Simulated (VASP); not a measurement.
# RuW7S16 in VASP: further runs, part 2 of 2

VASP 6.6.1. Earlier steps stand in the parts before.

**3. Single point, PBEsol+U, collinear spin, zero start**

INCAR reads:

```
SYSTEM = RuW7S16
PREC     = Accurate       ! precision mode
ENCUT    = 520            ! plane-wave cutoff, eV
EDIFF    = 1E-6           ! SCF threshold, eV
ISMEAR   = 0              ! smearing method
SIGMA    = 0.05           ! smearing width, eV
LREAL    = Auto         
LASPH    = .True.         ! aspherical terms in the spheres
NELM     = 150            ! most SCF steps
ALGO     = Normal         ! electronic algorithm
ISIF     = 2              ! what is computed and relaxed
LWAVE    = .False.        ! write WAVECAR
LCHARG   = .False.        ! write CHGCAR
ISPIN    = 2              ! spin polarisation
MAGMOM   = 0 0 0 0 0 0 0 0 0 0 0 0 0 0 0 0 0 0 0 0 0 0 0 0 ! initial moments
LORBIT   = 11             ! projections on sites
LMAXMIX  = 4              ! l up to which the mixer works
LDAU     = .True.         ! DFT+U
LDAUTYPE = 2            
LDAUL    = 2 -1 -1        ! shell
LDAUU    = 2 0 0          ! U, eV
LDAUJ    = 0 0 0        
LDAUPRINT= 1            
GGA      = PS             ! functional
NBANDS   = 126            ! bands
LUSENCCL = .False.
```

KPOINTS reads:

```
regular mesh
0
Gamma
  3 3 2
  0 0 0
```

POSCAR reads:

```
RuW7S16
1.0
    6.3064000000      0.0000000000      0.0000000000
   -3.1532000000      5.4615026000      0.0000000000
    0.0000000000      0.0000000000     12.3230000000
Ru W S
1 7 16
Direct
    0.1919375485      0.3812914823      0.2503727827
    0.1609918993      0.8176699247      0.2503426283
    0.6625197763      0.3216963756      0.2503432791
    0.6595185057      0.8174499737      0.2503463566
    0.3349836138      0.1672688404      0.7503563673
    0.3351423891      0.6672997351      0.7503561173
    0.8352751760      0.1672657648      0.7503561708
    0.8348162654      0.6666436942      0.7503555380
    0.1685397175      0.3340871035      0.6234789236
    0.1682348090      0.8340369164      0.6234718005
    0.6680771818      0.3331594399      0.6232837412
    0.6687838206      0.8340294753      0.6234715965
    0.3165817562      0.1660269149      0.1298375248
    0.3425980897      0.6823218762      0.1172837775
    0.8523157259      0.1656899040      0.1297936517
    0.8258654951      0.6486384353      0.1240156669
    0.1685390626      0.3340873518      0.8772335502
    0.1682344697      0.8340353127      0.8772407256
    0.6680785522      0.3331612603      0.8774282561
    0.6687827942      0.8340291830      0.8772401603
    0.3166061732      0.1660254562      0.3708605871
    0.3426547125      0.6824474654      0.3834340133
    0.8522750799      0.1656869564      0.3709130625
    0.8258680481      0.6486343243      0.3766657796
```

Potentials or basis: VASP PAW PBE potentials, release 64 (Ru_pv, W_sv, S).

On the command line:

```bash
> cat potpaw_PBE.64/Ru_pv/POTCAR potpaw_PBE.64/W_sv/POTCAR potpaw_PBE.64/S/POTCAR > POTCAR
> mpirun -np 1 vasp_std > vasp.out
```

OUTCAR:

```text
SYSTEM = RuW7S16
   PREC = Accurate
   ENCUT = 520
   EDIFF = 1E-6
   ISMEAR = 0
   LREAL = Auto
   LASPH = .True.
   NELM = 150
   ISIF = 2
   ISPIN = 2
   LORBIT = 11
   GGA = PS

 ion  position               nearest neighbor table
   1  0.192  0.381  0.250-  14 2.32  22 2.32  23 2.39  15 2.39  21 2.39  13 2.39   2 2.85   4 2.85
                             3 3.17   3 3.17
   2  0.161  0.818  0.250-  14 2.39  22 2.39  24 2.40  16 2.40  13 2.42  21 2.42   1 2.85   3 3.14
                             4 3.14   4 3.16   3 3.17
   3  0.663  0.322  0.250-  24 2.37  16 2.37  23 2.41  15 2.41  21 2.41  13 2.41   2 3.14   4 3.14
                             1 3.17   4 3.17   2 3.17   1 3.17
   4  0.660  0.817  0.250-  14 2.39  22 2.39  24 2.40  16 2.40  15 2.42  23 2.42   1 2.85   3 3.14
                             2 3.14   2 3.16   3 3.17
   5  0.335  0.167  0.750-  10 2.40  18 2.40   9 2.40  17 2.40  19 2.40  11 2.40   8 3.15   7 3.15
                             6 3.15   6 3.15   7 3.16   8 3.16
   6  0.335  0.667  0.750-   9 2.40  17 2.40  20 2.40  12 2.40  18 2.40  10 2.40   7 3.15   5 3.15
                             8 3.15   8 3.15   5 3.15   7 3.15
   7  0.835  0.167  0.750-  20 2.40  12 2.40  17 2.40   9 2.40  19 2.40  11 2.40   8 3.15   5 3.15
                             6 3.15   6 3.15   5 3.16   8 3.16
   8  0.835  0.667  0.750-  10 2.40  12 2.40  20 2.40  18 2.40  19 2.40  11 2.40   5 3.15   7 3.15
                             6 3.15   6 3.15   7 3.16   5 3.16
   9  0.169  0.334  0.623-   6 2.40   5 2.40   7 2.40
  10  0.168  0.834  0.623-   5 2.40   8 2.40   6 2.40
  11  0.668  0.333  0.623-   7 2.40   5 2.40   8 2.40
  12  0.669  0.834  0.623-   7 2.40   8 2.40   6 2.40
  13  0.317  0.166  0.130-   1 2.39   3 2.41   2 2.42
  14  0.343  0.682  0.117-   1 2.32   4 2.39   2 2.39
[... 8 lines left out ...]
  23  0.852  0.166  0.371-   1 2.39   3 2.41   4 2.42
  24  0.826  0.649  0.377-   3 2.37   2 2.40   4 2.40

  LATTYP: Found a hexagonal cell.
 ALAT       =     6.3064000000
 C/A-ratio  =     1.9540466827

  Lattice vectors:

 A1 = (   6.3064000000,   0.0000000000,   0.0000000000)
 A2 = (  -3.1532000000,   5.4615026000,   0.0000000000)
[... 1457 lines left out ...]

 spin component 2

 k-point     1 :       0.0000    0.0000    0.0000
  band No.  band energies     occupation
      1     -67.2929      1.00000
      2     -67.1677      1.00000
      3     -67.1510      1.00000
      4     -67.1450      1.00000
      5     -67.1450      1.00000
      6     -67.0659      1.00000
[... 1179 lines left out ...]
    115       9.3675      0.00000
    116       9.5569      0.00000
 [bands above 116 left out]

------------------------ aborting loop because EDIFF is reached ----------------------------------------

  FORCE on cell =-STRESS in cart. coord.  units (eV):
  Direction    XX          YY          ZZ          XY          YZ          ZX
  --------------------------------------------------------------------------------------
  -------------------------------------------------------------------------------------
  Total       -3.0670463      5.0706361      2.1568663     -0.0049239     -0.0054716      0.0050979
  in kB      -11.5776605     19.1409249      8.1418612     -0.0185871     -0.0206547      0.0192438
  external PRESSURE =       5.2350418 kB  Pullay stress =       0.0000000 kB

 VOLUME and BASIS-vectors are now :
 -----------------------------------------------------------------------------
  energy-cutoff  :      520.00
  volume of cell :      424.43
      direct lattice vectors                 reciprocal lattice vectors
     6.306400000  0.000000000  0.000000000     0.158569073  0.091549897 -0.000000000
    -3.153200000  5.461502600  0.000000000     0.000000000  0.183099794  0.000000000
     0.000000000  0.000000000 12.323000000     0.000000000 -0.000000000  0.081149071

 POSITION                                       TOTAL-FORCE (eV/Angst)
 -----------------------------------------------------------------------------------
      0.00815      2.08242      3.08534         0.012176      0.020746     -0.002994
     -1.56300      4.46571      3.08497        -0.006059      0.000136      0.000509
      3.16374      1.75695      3.08498        -0.013877      0.023037     -0.000458
      1.58160      4.46451      3.08502         0.006523     -0.001476      0.001007
      1.58511      0.91354      9.24664        -0.000360     -0.000315     -0.000505
      0.00941      3.64446      9.24664        -0.001367      0.000370     -0.000435
[... 16 lines left out ...]
      4.85234      0.90490      4.57076         0.015088      0.014636      0.014071
      3.16298      3.54252      4.64165         0.001046      0.002569      0.018781
 -----------------------------------------------------------------------------------
    total drift:                                0.003110      0.007453     -0.000322

  FREE ENERGIE OF THE ION-ELECTRON SYSTEM (eV)
  ---------------------------------------------------
  free  energy   TOTEN  =      -193.5652515197 eV

  energy  without entropy=     -193.5652515196  energy(sigma->0) =     -193.56525152

 total charge

# of ion       s       p       d       tot
------------------------------------------
    1        0.331   6.339   6.089  12.758
    2        2.331   6.337   3.420  12.089
    3        2.335   6.335   3.405  12.075
    4        2.331   6.337   3.421  12.089
    5        2.325   6.338   3.417  12.080
    6        2.325   6.338   3.416  12.079
[... 16 lines left out ...]
   23        1.356   2.316   0.000   3.672
   24        1.354   2.344   0.000   3.698
--------------------------------------------------
tot         38.303  88.077  30.000 156.380

 magnetization (x)

# of ion       s       p       d       tot
------------------------------------------
    1        0.000  -0.000   0.000   0.000
    2       -0.000  -0.000  -0.000  -0.000
    3       -0.000  -0.000  -0.000  -0.000
    4       -0.000  -0.000   0.000   0.000
    5        0.000  -0.000   0.000   0.000
    6        0.000   0.000  -0.000  -0.000
[... 16 lines left out ...]
   23        0.000   0.000   0.000   0.000
   24       -0.000  -0.000   0.000  -0.000
--------------------------------------------------
tot          0.000   0.000  -0.000   0.000
```

OSZICAR:

```text
N       E                     dE             d eps       ncg     rms          rms(c)
DAV:   1     0.232112628372E+04    0.23211E+04   -0.11071E+05  5408   0.165E+03
DAV:   2     0.940617406530E+00   -0.23202E+04   -0.22393E+04  5652   0.464E+02
DAV:   3    -0.195366955436E+03   -0.19631E+03   -0.19056E+03  6150   0.126E+02
DAV:   4    -0.203181824600E+03   -0.78149E+01   -0.77261E+01  6008   0.241E+01
DAV:   5    -0.203461163295E+03   -0.27934E+00   -0.27812E+00  6528   0.447E+00    0.775E+01
DAV:   6    -0.195559136708E+03    0.79020E+01   -0.43455E+01  6158   0.227E+01    0.347E+01
DAV:   7    -0.197037031249E+03   -0.14779E+01   -0.25809E+01  5764   0.206E+01    0.195E+01
DAV:   8    -0.194488461118E+03    0.25486E+01   -0.13811E+01  5664   0.144E+01    0.961E+00
DAV:   9    -0.193553221599E+03    0.93524E+00   -0.41361E+00  5880   0.800E+00    0.281E+00
DAV:  10    -0.193574035626E+03   -0.20814E-01   -0.36435E-01  5982   0.149E+00    0.183E+00
DAV:  11    -0.193566802666E+03    0.72330E-02   -0.35537E-02  6136   0.665E-01    0.105E+00
DAV:  12    -0.193565589235E+03    0.12134E-02   -0.17862E-02  6198   0.490E-01    0.584E-01
DAV:  13    -0.193565324549E+03    0.26469E-03   -0.54437E-03  6376   0.272E-01    0.355E-01
DAV:  14    -0.193565323783E+03    0.76622E-06   -0.90009E-04  6298   0.105E-01    0.219E-01
DAV:  15    -0.193565266879E+03    0.56904E-04   -0.25558E-04  6272   0.555E-02    0.892E-02
DAV:  16    -0.193565252003E+03    0.14875E-04   -0.67149E-05  6370   0.329E-02    0.271E-02
DAV:  17    -0.193565252089E+03   -0.85935E-07   -0.13944E-05  6104   0.151E-02    0.153E-02
DAV:  18    -0.193565251520E+03    0.56971E-06   -0.50009E-06  5736   0.124E-02
   1 F= -.19356525E+03 E0= -.19356525E+03  d E =-.152889E-09  mag=     0.0000
```

stdout:

```text
Offloading initialized ...    1 GPUs detected
 POSCAR found type information on POSCAR RuW S
 POSCAR found :  3 types and      24 ions
 scaLAPACK will be used selectively (only on CPU)
 -----------------------------------------------------------------------------
|                                                                             |
|                                                                             |
|     You enforced a specific xc type in the INCAR file but a different       |
|     I HOPE YOU KNOW WHAT YOU ARE DOING!                                     |
|                                                                             |
 -----------------------------------------------------------------------------

 LDA part: xc-table for (Slater+PW92), standard interpolation
 POSCAR, INCAR and KPOINTS ok, starting setup
 FFT: planning ... GRIDC
 FFT: planning ... GRID_SOFT
 FFT: planning ... GRID
 WAVECAR not read
 entering main loop
```

Run time: 7.3 min. Hardware: 1 × NVIDIA H100 80GB with 1 thread of AMD EPYC 7R13 (Zen 3), shared host; peak memory 1.9 GiB.

Results:

| Item | Value |
| --- | --- |
| Free energy | -193.5653 eV |
| Pressure | 0.5 GPa |
| Largest force | 0.053 eV/Å |
| Band gap on the k mesh | 0.42 eV (least direct gap 0.67 eV) |
| Net moment | 0.00 μB per cell |
| Valence electrons inside the program's atomic spheres | Ru 12.76; W 12.09, 12.07, 12.08 (each value once); S 3.70, 3.67, 3.68 (each value once) |

Forces on the atoms (eV/Å):
```
Ru   0.012  0.021 -0.003
W   -0.006  0.000  0.001
W   -0.014  0.023  0.000
W    0.007 -0.001  0.001
W    0.000  0.000 -0.001
W   -0.001  0.000  0.000
W   -0.002  0.000  0.000
W   -0.001 -0.001  0.000
S    0.000  0.000 -0.023
S    0.000  0.000 -0.023
S    0.000 -0.001 -0.023
S   -0.001  0.000 -0.024
S   -0.015  0.012 -0.014
S    0.001 -0.047 -0.014
S    0.016  0.016 -0.012
S    0.002  0.001 -0.019
S    0.001  0.000  0.022
S    0.002  0.001  0.023
S    0.001 -0.001  0.024
S    0.001  0.000  0.024
S   -0.016  0.011  0.015
S    0.000 -0.051  0.013
S    0.015  0.015  0.014
S    0.001  0.003  0.019
```

Levels at points of the mesh, in eV from the valence-band top:
Spin up:
| k point | band 102 | band 103 | band 104 | band 105 | band 106 | band 107 |
| --- | --- | --- | --- | --- | --- | --- |
| (0.00, 0.00, 0.00) | -1.48 | -0.41 | -0.07 | 1.00 | 1.13 | 1.35 |
| (0.00, 0.00, 0.50) | -0.84 | -0.49 | -0.08 | 1.01 | 1.13 | 1.37 |
Spin down:
| k point | band 100 | band 101 | band 102 | band 103 | band 104 | band 105 | band 106 | band 107 | band 108 | band 109 |
| --- | --- | --- | --- | --- | --- | --- | --- | --- | --- | --- |
| (0.00, 0.00, 0.00) | -1.71 | -1.63 | -1.48 | -0.41 | -0.07 | 1.00 | 1.13 | 1.35 | 1.88 | 2.11 |
| (0.00, 0.00, 0.50) | -1.80 | -1.74 | -0.84 | -0.49 | -0.08 | 1.01 | 1.13 | 1.37 | 1.88 | 2.10 |

Eigenvalues of the final occupation matrices:
| site | spin | trace | eigenvalues |
| --- | --- | --- | --- |
| site 1 d | 1 | 3.07 | 0.48 0.51 0.59 0.65 0.84 |
| site 1 d | 2 | 3.07 | 0.48 0.51 0.59 0.65 0.84 |

Caveat: the PAW data sets were made with another functional, which shifts forces and pressure a little; spin-orbit coupling is left out, which moves the levels of the heavy elements. A k mesh can miss the band edges.

**4. Single point, PBEsol+U, collinear spin, zero start**

INCAR reads:

```
ALGO     = Normal         # electronic algorithm
EDIFF    = 1E-6           # SCF threshold, eV
ENCUT    = 520            # plane-wave cutoff, eV
GGA      = PS             # functional
ISIF     = 2              # what is computed and relaxed
ISMEAR   = 0              # smearing method
ISPIN    = 2              # spin polarisation
LASPH    = True           # aspherical terms in the spheres
LCHARG   = False          # write CHGCAR
LDAU     = True           # DFT+U
LDAUJ    = 0 0 0        
LDAUL    = 2 -1 -1        # shell
LDAUPRINT= 1            
LDAUTYPE = 2            
LDAUU    = 2 0 0          # U, eV
LMAXMIX  = 4              # l up to which the mixer works
LORBIT   = 11             # projections on sites
LREAL    = Auto         
LUSENCCL = False        
LWAVE    = False          # write WAVECAR
MAGMOM   = 0 0 0 0 0 0 0 0 0 0 0 0 0 0 0 0 0 0 0 0 0 0 0 0 # initial moments
NBANDS   = 126            # bands
NELM     = 150            # most SCF steps
PREC     = Accurate       # precision mode
SIGMA    = 0.05           # smearing width, eV
```

KPOINTS reads:

```
k-points
0
Gamma
  3 3 2
```

POSCAR is that of step 3.

On the command line:

```bash
> cat potpaw_PBE.64/Ru_pv/POTCAR potpaw_PBE.64/W_sv/POTCAR potpaw_PBE.64/S/POTCAR > POTCAR
> mpirun -np 1 vasp_std > vasp.out
```

Wall time 7.2 min (1 × NVIDIA H100 80GB with 1 thread of AMD EPYC 7R13 (Zen 3), shared host); peak memory 1.9 GiB.

Results (log left out):

```yaml
Free_energy: -193.5653 eV
Pressure: 0.5 GPa
Largest_force: 0.053 eV/Å
Band_gap_on_the_k_mesh: 0.42 eV (least direct gap 0.67 eV)
Net_moment: 0.00 μB per cell
Valence_electrons_inside_the_program's_atomic_spheres: Ru 12.76; W 12.09, 12.07, 12.08 (each value once); S 3.70, 3.67, 3.68 (each value once)
```

Forces on the atoms (eV/Å):
```
Ru   0.012  0.021 -0.003
W   -0.006  0.000  0.001
W   -0.014  0.023  0.000
W    0.007 -0.001  0.001
W    0.000  0.000 -0.001
W   -0.001  0.000  0.000
W   -0.002  0.000  0.000
W   -0.001 -0.001  0.000
S    0.000  0.000 -0.023
S    0.000  0.000 -0.023
S    0.000 -0.001 -0.023
S   -0.001  0.000 -0.024
S   -0.015  0.012 -0.014
S    0.001 -0.047 -0.014
S    0.016  0.016 -0.012
S    0.002  0.001 -0.019
S    0.001  0.000  0.022
S    0.002  0.001  0.023
S    0.001 -0.001  0.024
S    0.001  0.000  0.024
S   -0.016  0.011  0.015
S    0.000 -0.051  0.013
S    0.015  0.015  0.014
S    0.001  0.003  0.019
```

Stress tensor (GPa, compression positive):
```
-1.16  0.00  0.00
 0.00  1.91  0.00
 0.00  0.00  0.81
```

Levels at points of the mesh, in eV from the valence-band top:
Spin up:
```tsv
k point	band 100	band 101	band 102	band 103	band 104	band 105	band 106	band 107	band 108	band 109
(0.00, 0.00, 0.00)	-1.71	-1.63	-1.48	-0.41	-0.07	1.00	1.13	1.35	1.88	2.11
(0.00, 0.00, 0.50)	-1.80	-1.74	-0.84	-0.49	-0.08	1.01	1.13	1.37	1.88	2.10
```
Spin down:
```csv
k point,band 102,band 103,band 104,band 105,band 106,band 107
"(0.00, 0.00, 0.00)",-1.48,-0.41,-0.07,1.00,1.13,1.35
"(0.00, 0.00, 0.50)",-0.84,-0.49,-0.08,1.01,1.13,1.37
```

Eigenvalues of the final occupation matrices:
| site | spin | trace | eigenvalues |
| --- | --- | --- | --- |
| site 1 d | 1 | 3.07 | 0.48 0.51 0.59 0.65 0.84 |
| site 1 d | 2 | 3.07 | 0.48 0.51 0.59 0.65 0.84 |

Caveat: the PAW data sets were made with another functional, which shifts forces and pressure a little; spin-orbit coupling is left out, which moves the levels of the heavy elements. A k mesh can miss the band edges.
